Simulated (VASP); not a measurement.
Wanted: the native input for a VASP 6.6.1 run.

| Quantity | Value |
| --- | --- |
| Task | single point |
| Functional | PBE |
| Potentials or basis | VASP PAW PBE potentials, release 64 (Al, Ni) |
| Cutoff | 520 eV |
| k mesh | 16 × 16 × 16 |
| Occupations | gaussian, width 0.15 eV |
| Spin | no spin polarisation |
| Dipole correction | no |
| Further INCAR settings | ALGO = Fast; EDIFF = 1e-07; NBANDS = 14 |

The structure of AlNi lies in POSCAR:

```
AlNi
1.0
    2.8927237805      0.0000000000      0.0000000000
    0.0000000000      2.8927237805      0.0000000000
    0.0000000000      0.0000000000      2.8927237805
Al Ni
1 1
Direct
   -0.0276555959      0.0000000000      0.0000000000
    0.5127133634      0.5000000000      0.5000000000
```

This cell differs from its parent crystal: atoms displaced along a vibrational mode.

These files were run (other wordings do the same):

INCAR

```
PREC = Accurate
ENCUT = 520
EDIFF = 1E-7
ISMEAR = 0
SIGMA = 0.15
LREAL = F
LASPH = T
NELM = 60
ALGO = Fast
ISIF = 2
LWAVE = F
LCHARG = F
GGA = PE
NBANDS = 14
```

KPOINTS

```
Automatic mesh
0
Gamma
  16 16 16
```

Potentials or basis: VASP PAW PBE potentials, release 64 (Al, Ni).

Command:

```console
$ cat potpaw_PBE.64/Al/POTCAR potpaw_PBE.64/Ni/POTCAR > POTCAR
$ mpirun -np 1 vasp_std > vasp.out
```

Results of the run:

```yaml
Pressure: 0.9 GPa
Largest_force: 0.666 eV/Å
Band_gap_on_the_k_mesh: zero (an odd number of electrons rules out a gap without spin polarisation)
```

Caveat: the cell differs from its parent crystal (atoms displaced along a vibrational mode).

It took 110 s on 1 thread of AMD EPYC 7R13 Processor (Zen 3), on a shared host, peak memory 0.22 GiB.
